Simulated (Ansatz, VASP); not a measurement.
# CdS: VASP beside Ansatz

File INCAR:

```
PREC = Accurate ; ENCUT = 630
EDIFF = 1E-6 ; ISMEAR = -1
SIGMA = 0.02 ; LREAL = False
LASPH = True ; NELM = 120
ALGO = Normal ; ISIF = 2
LWAVE = False ; LCHARG = False
GGA = PE ; NBANDS = 20
GGA_COMPAT = False
```

File KPOINTS:

```
regular mesh
0
Gamma
  8 8 8
```

POSCAR

```
CdS
1.0
    0.0000000000      2.7267765870      2.7267765870
    2.7267765870      0.0000000000      2.7267765870
    2.7267765870      2.7267765870      0.0000000000
Cd S
1 1
Direct
    0.0000000000      0.0000000000      0.0000000000
    0.5000000000      0.5000000000      0.5000000000
```

Input for Ansatz:

```yaml
crystal:
  lattice:
    - [0.0, 2.726776587, 2.726776587]
    - [2.726776587, 0.0, 2.726776587]
    - [2.726776587, 2.726776587, 0.0]
  atoms:
    - { symbol: Cd, position: [0.0, 0.0, 0.0] }
    - { symbol: S, position: [0.5, 0.5, 0.5] }
kpoints:
  mp_grid: { grid: [8, 8, 8] }
  band_path:
    path:
      - [[0.0, 0.0, 0.0], [0.5, 3.521278745103e-35, 0.5], [0.625, 0.25, 0.625]]
      - [[0.375, 0.375, 0.75], [0.0, 0.0, 0.0], [0.5, 0.5, 0.5], [0.5, 0.25, 0.75], [0.5, 3.521278745103e-35, 0.5]]
    npoints: 10
hamiltonian:
  xc: pbe
scf:
  occupations: { method: fermi_dirac, width: 0.02 }
  n_extra_bands: 4
output:
  forces: true
  stress: true
  eigenvalues: true
```

Alike in both runs: task single point; functional PBE; k mesh 8 × 8 × 8; occupations fermi-dirac, width 0.02 eV; no spin polarisation.

```csv
,VASP,Ansatz
version,VASP 6.6.1,Ansatz 0.2.0
potentials or method,"VASP PAW PBE potentials, release 64 (Cd_sv_GW, S)","plane waves, PAW"
plane-wave cutoff (eV),630,420
valence electrons in the cell,26,26
```

Ansatz gave:

| Quantity | Value |
| --- | --- |
| pressure (GPa) | 1.7 |

Problem. What did VASP give for the same quantities?

Solution. Pressure (GPa): 1.6.

The functional is the same, so the differences come from potentials, cutoffs and numerics.
